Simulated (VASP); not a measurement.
A run of VASP 6.6.1 is set up as follows.

INCAR

```
PREC = Accurate
ENCUT = 600
EDIFF = 1E-6
ISMEAR = 0
SIGMA = 0.1
LREAL = False
LASPH = True
NELM = 100
ALGO = Normal
ISIF = 3
LWAVE = False
LCHARG = False
GGA = PE
IVDW = 12
IBRION = 2
NSW = 100
EDIFFG = -0.01
```

File KPOINTS:

```
Automatic mesh
0
Gamma
  18 18 18
```

POSCAR

```
Si
1.0
    3.8424658172      0.0000000000      0.0000000000
   -1.9212329086      3.3276730109      0.0000000000
    0.0000000000      0.0000000000      3.2276708568
Si
2
Direct
    0.3333333333      0.6666666667      0.8812576062
    0.6666666667      0.3333333333      0.1187423938
```

Potentials or basis: VASP PAW PBE potentials, release 64 (Si).

Run with:

```sh
$ cat potpaw_PBE.64/Si/POTCAR > POTCAR
$ mpirun -np 1 vasp_std > vasp.out
```

Problem. Predict the band gap on the k mesh.

Solution. Zero (band 4 reaches 9.12 eV, above the bottom of band 5 at 2.84 eV).

Problem. What does it give for the relaxed volume?

Solution. 20.62 Å³/atom.

Final structure:
```yaml
crystal:
  lattice:
    - [3.84156, 0.00000, 0.00000]
    - [-1.92078, 3.32689, 0.00000]
    - [0.00000, 0.00000, 3.22670]
  atoms:
    - { symbol: Si, position: [0.33333, 0.66667, 0.88132] }
    - { symbol: Si, position: [0.66667, 0.33333, 0.11868] }
```

Caveat: pairwise dispersion overbinds metals, which lowers pressure and volume.
